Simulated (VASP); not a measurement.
# Ge (I4_1/amd) in VASP: further runs, part 2 of 3

VASP 6.6.1.

**3. Electric field gradients, PBE (zz strain of +2 %)**

File INCAR:

```
SYSTEM = Ge
PREC = Accurate
ENCUT = 520
EDIFF = 1E-8
ISMEAR = -1
SIGMA = 0.05
LREAL = .FALSE.
LASPH = .TRUE.
NELM = 80
ALGO = Normal
ISIF = 2
LWAVE = .FALSE.
LCHARG = .FALSE.
GGA = PE
LEFG = .TRUE.
NBANDS = 21
```

File KPOINTS:

```
Automatic mesh
0
G
  10 10 10
  0 0 0
```

File POSCAR:

```
Ge
1.0
    0.0000000000      2.8287700000      2.8853454000
    2.8287700000      0.0000000000      2.8853454000
    2.8287700000      2.8287700000      0.0000000000
Ge
2
Direct
    0.5000000000      0.5000000000      0.5000000000
    0.7500000000      0.7500000000      0.7500000000
```

Potentials or basis: VASP PAW PBE potentials, release 64 (Ge_d).

Started as:

```
> cat potpaw_PBE.64/Ge_d/POTCAR > POTCAR
> mpirun -np 1 vasp_std > vasp.out
```

OUTCAR:

```text
SYSTEM = Ge
   PREC = Accurate
   ENCUT = 520
   EDIFF = 1E-8
   ISMEAR = -1
   LREAL = .FALSE.
   LASPH = .TRUE.
   NELM = 80
   ISIF = 2
   GGA = PE

 ion  position               nearest neighbor table
   1  0.500  0.500  0.500-   2 2.47   2 2.47   2 2.47   2 2.47
   2  0.750  0.750  0.750-   1 2.47   1 2.47   1 2.47   1 2.47

  LATTYP: Found a body centered tetragonal cell.
 ALAT       =     4.0004848988
 C/A-ratio  =     1.4424978336

  Lattice vectors:

 A1 = (  -2.8287700000,   0.0000000000,   2.8853454000)
 A2 = (   2.8287700000,   0.0000000000,   2.8853454000)
 A3 = (   0.0000000000,   2.8287700000,  -2.8853454000)

Analysis of symmetry for initial positions (statically):
=====================================================================
 Subroutine PRICEL returns:
 Original cell was already a primitive cell.

 Routine SETGRP: Setting up the symmetry group for a
 body centered tetragonal supercell.

 Subroutine GETGRP returns: Found 16 space group operations
 (whereof  8 operations were pure point group operations)
 out of a pool of 16 trial point group operations.

The static configuration has the point symmetry D_2d.
 The point group associated with its full space group is D_4h.

Analysis of symmetry for dynamics (positions and initial velocities):
=====================================================================
 Subroutine PRICEL returns:
 Original cell was already a primitive cell.

 Routine SETGRP: Setting up the symmetry group for a
 body centered tetragonal supercell.

 Subroutine GETGRP returns: Found 16 space group operations
 (whereof  8 operations were pure point group operations)
 out of a pool of 16 trial point group operations.

The dynamic configuration has the point symmetry D_2d.
 The point group associated with its full space group is D_4h.

 Subroutine INISYM returns: Found 16 space group operations
 (whereof  8 operations are pure point group operations),
 and found     1 'primitive' translations

----------------------------------------------------------------------------------------

                                     Primitive cell

  volume of cell :      46.1767

  direct lattice vectors                    reciprocal lattice vectors
     0.000000000  2.828770000  2.885345400    -0.176755268  0.176755268  0.173289479
     2.828770000  0.000000000  2.885345400     0.176755268 -0.176755268  0.173289479
     2.828770000  2.828770000  0.000000000     0.176755268  0.176755268 -0.173289479

  length of vectors
     4.040687787  4.040687787  4.000484899     0.304161294  0.304161294  0.304161294

  position of ions in fractional coordinates (direct lattice)
     0.500000000  0.500000000  0.500000000
     0.750000000  0.750000000  0.750000000

  ion indices of the primitive-cell ions
   primitive index   ion index
                 1           1
                 2           2

----------------------------------------------------------------------------------------

 KPOINTS: Automatic mesh

Automatic generation of k-mesh.
 Grid dimensions read from file:
 generate k-points for:   10   10   10
[... 65 lines left out ...]
   LREAL  =      F    real-space projection
   EDIFFG = 0.1E-06   stopping-criterion for IOM
   NSW    =      0    number of steps for IOM
   IBRION =     -1    ionic relax: 0-MD 1-quasi-New 2-CG
   NFREE  =      0    steps in history (QN), initial steepest desc. (CG)
   ISIF   =      2    stress and relaxation
   ISYM   =      2    0-nonsym 1-usesym 2-fastsym
   POTIM  = 0.5000    time-step for ionic-motion
   TEBEG  =    0.0;   TEEND  =   0.0 temperature during run
   PSTRESS=    0.0 pullay stress
   NELECT =      28.0000    total number of electrons
   NUPDOWN=      -1.0000    fix difference up-down
   EMIN   =  10.00;   EMAX   =-10.00  energy-range for DOS
   EFERMI =   0.00;   METHOD = LEGACY
   ISMEAR =    -1;   SIGMA  =   0.05  broadening in eV -4-tet -1-fermi 0-gaus
   EFERMI_NEDOS =   21; number of points for ismear=-14 and -15
   IALGO  =     38    algorithm
   IMIX   =      4    mixing-type and parameters
     AMIX     =   0.40;   BMIX     =  1.00
     AMIX_MAG =   1.60;   BMIX_MAG =  1.00
  volume/ion in A,a.u.               =      23.09       155.81
  Fermi-wavevector in a.u.,A,eV,Ry     =   1.385649  2.618496 26.123491  1.920022
  Thomas-Fermi vector in A             =   2.510039
   LORBIT       =      0    0 simple, 1 ext, 2 COOP (PROOUT), +10 PAW based schemes
   GGA     = PE    functional components
   LHFCALC =     F    Hartree Fock is set to
   AEXX    =    0.0000 exact exchange contribution
   IVDW    =     0    specifies the selected vdW correction
   LEPSILON=     F    determine dielectric tensor
   LRPA    =     F    only Hartree local field effects (RPA)
 non-spin polarized calculation
  energy-cutoff  :      520.00
  volume of cell :       46.18
 maximum number of plane-waves:      1275
   NGX = 15   NGY = 15   NGZ = 15

 number of electron      28.0000014 magnetization

 Free energy of the ion-electron system (eV)
  ---------------------------------------------------
  ext. energy  EPLUGINS =         0.00000000
  ---------------------------------------------------
  free energy    TOTEN  =        -9.02052504 eV

  energy without entropy =       -9.01994480  energy(sigma->0) =       -9.02023492

 E-fermi :   4.8240     XC(G=0):  -9.8320

 val. band max:        4.6998635310   @ k =   0.0000   0.0000   0.0000
 cond. band min:       4.8546010823   @ k =   0.0000   0.0000   0.0000
 fundamental gap:      0.1547375513
 Fermi energy:         4.8239706673

 k-point     1 :       0.0000    0.0000    0.0000
  band No.  band energies     occupation
      1     -19.9864      2.00000
      2     -19.9864      2.00000
      3     -19.9822      2.00000
      4     -19.9510      2.00000
      5     -19.9497      2.00000
      6     -19.7558      2.00000
[... 565 lines left out ...]
     20      16.2097      0.00000
     21      16.5472      0.00000

 [... further k-points ...]
[... 5 lines left out ...]
  --------------------------------------------------------------------------------------
  -------------------------------------------------------------------------------------
  Total        0.7614438      0.7614438      0.3563125      0.0000000     -0.0000000     -0.0000000
  in kB       26.4195467     26.4195467     12.3628476      0.0000000     -0.0000000     -0.0000000
  external PRESSURE =      21.7339803 kB  Pullay stress =       0.0000000 kB

 VOLUME and BASIS-vectors are now :
 -----------------------------------------------------------------------------
  energy-cutoff  :      520.00
  volume of cell :       46.18
      direct lattice vectors                 reciprocal lattice vectors
     0.000000000  2.828770000  2.885345400    -0.176755268  0.176755268  0.173289479
     2.828770000  0.000000000  2.885345400     0.176755268 -0.176755268  0.173289479
     2.828770000  2.828770000  0.000000000     0.176755268  0.176755268 -0.173289479

 POSITION                                       TOTAL-FORCE (eV/Angst)
 -----------------------------------------------------------------------------------
      2.82877      2.82877      2.88535        -0.000000     -0.000000     -0.000000
      4.24315      4.24315      4.32802         0.000000      0.000000      0.000000
 -----------------------------------------------------------------------------------
    total drift:                                0.000000     -0.000000     -0.000000

  FREE ENERGIE OF THE ION-ELECTRON SYSTEM (eV)
  ---------------------------------------------------
  free  energy   TOTEN  =        -9.0205250425 eV

  energy  without entropy=       -9.0199447993  energy(sigma->0) =       -9.02023492

 Electric field gradients (V/A^2)
---------------------------------------------------------------------
 ion       V_xx      V_yy      V_zz      V_xy      V_xz      V_yz
---------------------------------------------------------------------
   1       0.402     0.402    -0.805     0.005     0.004     0.004
   2       0.402     0.402    -0.805     0.005     0.004     0.004
---------------------------------------------------------------------

 Electric field gradients after diagonalization (V/A^2)
 (convention: |V_zz| > |V_xx| > |V_yy|)
----------------------------------------------------------------------
 ion       V_xx      V_yy      V_zz     asymmetry (V_yy - V_xx)/ V_zz
----------------------------------------------------------------------
   1       0.408     0.397    -0.805       0.013
   2       0.408     0.397    -0.805       0.013
----------------------------------------------------------------------

           NMR quadrupolar parameters

 Cq : quadrupolar parameter    Cq=e*Q*V_zz/h
 eta: asymmetry parameters     (V_yy - V_xx)/ V_zz
 Q  : nuclear electric quadrupole moment in mb (millibarn)
----------------------------------------------------------------------
 ion       Cq(MHz)       eta       Q (mb)
----------------------------------------------------------------------
   1      -0.002       0.013       1.000
   2      -0.002       0.013       1.000
----------------------------------------------------------------------
```

OSZICAR:

```text
N       E                     dE             d eps       ncg     rms          rms(c)
DAV:   1     0.196159330015E+03    0.19616E+03   -0.14624E+04  4748   0.362E+03
DAV:   2     0.195434729891E+02   -0.17662E+03   -0.17103E+03  4309   0.623E+02
DAV:   3    -0.813836229313E+01   -0.27682E+02   -0.27514E+02  4954   0.145E+02
DAV:   4    -0.908621449539E+01   -0.94785E+00   -0.94739E+00  4819   0.315E+01
DAV:   5    -0.910190631936E+01   -0.15692E-01   -0.15691E-01  4909   0.450E+00    0.312E+00
DAV:   6    -0.904739243839E+01    0.54514E-01   -0.21159E-02  4908   0.146E+00    0.185E+00
DAV:   7    -0.901864918771E+01    0.28743E-01   -0.45368E-02  4700   0.193E+00    0.145E-01
DAV:   8    -0.902029184470E+01   -0.16427E-02   -0.56765E-03  4814   0.921E-01    0.433E-02
DAV:   9    -0.902050591163E+01   -0.21407E-03   -0.25334E-04  4804   0.175E-01    0.138E-02
DAV:  10    -0.902052283946E+01   -0.16928E-04   -0.33206E-05  4998   0.636E-02    0.608E-03
DAV:  11    -0.902052503390E+01   -0.21944E-05   -0.53796E-06  4723   0.321E-02    0.183E-03
DAV:  12    -0.902052508943E+01   -0.55531E-07   -0.20988E-07  4956   0.590E-03    0.585E-04
DAV:  13    -0.902052506686E+01    0.22567E-07   -0.26825E-08  4226   0.289E-03    0.184E-04
DAV:  14    -0.902052504107E+01    0.25798E-07   -0.35255E-09  2971   0.553E-04    0.317E-05
DAV:  15    -0.902052504250E+01   -0.14297E-08   -0.50608E-10  2397   0.310E-04
   1 F= -.90205250E+01 E0= -.90202349E+01  d E =-.580243E-03
```

stdout:

```text
POSCAR found type information on POSCAR Ge
 POSCAR found :  1 types and       2 ions
 scaLAPACK will be used
 LDA part: xc-table for (Slater+PW92), standard interpolation
 POSCAR, INCAR and KPOINTS ok, starting setup
 FFT: planning ... GRIDC
 FFT: planning ... GRID_SOFT
 FFT: planning ... GRID
 WAVECAR not read
 entering main loop
ion   1

ion   2
```

It took 39 s on 1 thread of Intel Xeon 6975P-C (Granite Rapids), shared host; peak memory 0.21 GiB.

Results:

- Free energy: -9.0205 eV
- Pressure: 2.2 GPa
- Band gap on the k mesh: zero (filled and empty bands touch)

Levels at points of the mesh, in eV from the Fermi level:
| k point | band 10 | band 11 | band 12 | band 13 | band 14 | band 15 | band 16 | band 17 | band 18 | band 19 |
| --- | --- | --- | --- | --- | --- | --- | --- | --- | --- | --- |
| (0.00, 0.00, 0.00) | -24.56 | -12.64 | -0.17 | -0.12 | 0.03 | 0.03 | 2.49 | 2.49 | 2.59 | 6.36 |
| (0.50, 0.00, 0.00) | -24.53 | -10.60 | -7.53 | -1.48 | -1.31 | 0.10 | 3.67 | 3.78 | 7.11 | 10.40 |
| (0.50, 0.50, 0.00) | -24.52 | -8.89 | -8.89 | -2.93 | -2.93 | 0.86 | 0.86 | 9.32 | 9.32 | 11.34 |
| (0.50, 0.00, 0.50) | -24.53 | -8.80 | -8.80 | -3.07 | -3.07 | 0.71 | 0.71 | 9.32 | 9.32 | 11.38 |

Electric field gradients, principal values (V/Å²):
```
atom  least  middle  greatest (by size)
1 Ge  0.397   0.408              -0.805
2 Ge  0.397   0.408              -0.805
```

Caveat: the cell differs from its parent crystal (zz strain of +2 %); without QUAD_EFG the Cq values of the log hold for a quadrupole moment of 1 mb, not for the nuclei.

**4. Electric field gradients, PBE (zz strain of +2 %)**

File INCAR:

```
  ALGO = Normal
  EDIFF = 1E-8
  ENCUT = 520
  GGA = PE
  ISIF = 2
  ISMEAR = -1
  LASPH = T
  LCHARG = F
  LEFG = T
  LREAL = F
  LWAVE = F
  NBANDS = 21
  NELM = 60
  PREC = Accurate
  SIGMA = 0.05
```

File KPOINTS:

```
k-points
0
Gamma
  10 10 10
```

POSCAR is that of step 3.

Potentials or basis: VASP PAW PBE potentials, release 64 (Ge_d).

Started as:

```
> cat potpaw_PBE.64/Ge_d/POTCAR > POTCAR
> mpirun -np 1 vasp_std > vasp.out
```

OUTCAR:

```text
EDIFF = 1E-8
   ENCUT = 520
   GGA = PE
   ISIF = 2
   ISMEAR = -1
   LASPH = T
   LREAL = F
   NELM = 60
   PREC = Accurate

 ion  position               nearest neighbor table
   1  0.500  0.500  0.500-   2 2.47   2 2.47   2 2.47   2 2.47
   2  0.750  0.750  0.750-   1 2.47   1 2.47   1 2.47   1 2.47

  LATTYP: Found a body centered tetragonal cell.
 ALAT       =     4.0004848988
 C/A-ratio  =     1.4424978336

  Lattice vectors:

 A1 = (  -2.8287700000,   0.0000000000,   2.8853454000)
[... 790 lines left out ...]
  ---------------------------------------------------
  free  energy   TOTEN  =        -9.0205250425 eV

  energy  without entropy=       -9.0199447993  energy(sigma->0) =       -9.02023492

 Electric field gradients (V/A^2)
---------------------------------------------------------------------
 ion       V_xx      V_yy      V_zz      V_xy      V_xz      V_yz
---------------------------------------------------------------------
   1       0.402     0.402    -0.805     0.005     0.004     0.004
   2       0.402     0.402    -0.805     0.005     0.004     0.004
---------------------------------------------------------------------

 Electric field gradients after diagonalization (V/A^2)
 (convention: |V_zz| > |V_xx| > |V_yy|)
----------------------------------------------------------------------
 ion       V_xx      V_yy      V_zz     asymmetry (V_yy - V_xx)/ V_zz
----------------------------------------------------------------------
   1       0.408     0.397    -0.805       0.013
   2       0.408     0.397    -0.805       0.013
----------------------------------------------------------------------

           NMR quadrupolar parameters

 Cq : quadrupolar parameter    Cq=e*Q*V_zz/h
 eta: asymmetry parameters     (V_yy - V_xx)/ V_zz
 Q  : nuclear electric quadrupole moment in mb (millibarn)
----------------------------------------------------------------------
 ion       Cq(MHz)       eta       Q (mb)
----------------------------------------------------------------------
   1      -0.002       0.013       1.000
   2      -0.002       0.013       1.000
----------------------------------------------------------------------
```

stdout:

```text
POSCAR found type information on POSCAR Ge
 POSCAR found :  1 types and       2 ions
 scaLAPACK will be used
 LDA part: xc-table for (Slater+PW92), standard interpolation
 POSCAR, INCAR and KPOINTS ok, starting setup
 FFT: planning ... GRIDC
 FFT: planning ... GRID_SOFT
 FFT: planning ... GRID
 WAVECAR not read
 entering main loop
ion   1

ion   2
```

Wall time 39 s (1 thread of Intel Xeon 6975P-C (Granite Rapids), shared host); peak memory 0.21 GiB.

Results:

| Quantity | Value |
| --- | --- |
| Free energy | -9.0205 eV |
| Pressure | 2.2 GPa |
| Band gap on the k mesh | zero (filled and empty bands touch) |

Levels at points of the mesh, in eV from the Fermi level:
```
           k point  band 12  band 13  band 14  band 15  band 16  band 17
(0.00, 0.00, 0.00)    -0.17    -0.12     0.03     0.03     2.49     2.49
(0.50, 0.00, 0.00)    -7.53    -1.48    -1.31     0.10     3.67     3.78
(0.50, 0.50, 0.00)    -8.89    -2.93    -2.93     0.86     0.86     9.32
(0.50, 0.00, 0.50)    -8.80    -3.07    -3.07     0.71     0.71     9.32
```

Electric field gradients, principal values (V/Å²):
| atom | least | middle | greatest (by size) |
| --- | --- | --- | --- |
| 1 Ge | 0.397 | 0.408 | -0.805 |
| 2 Ge | 0.397 | 0.408 | -0.805 |

Caveat: the cell differs from its parent crystal (zz strain of +2 %); without QUAD_EFG the Cq values of the log hold for a quadrupole moment of 1 mb, not for the nuclei.

(Part 2 of 3 ends here.)
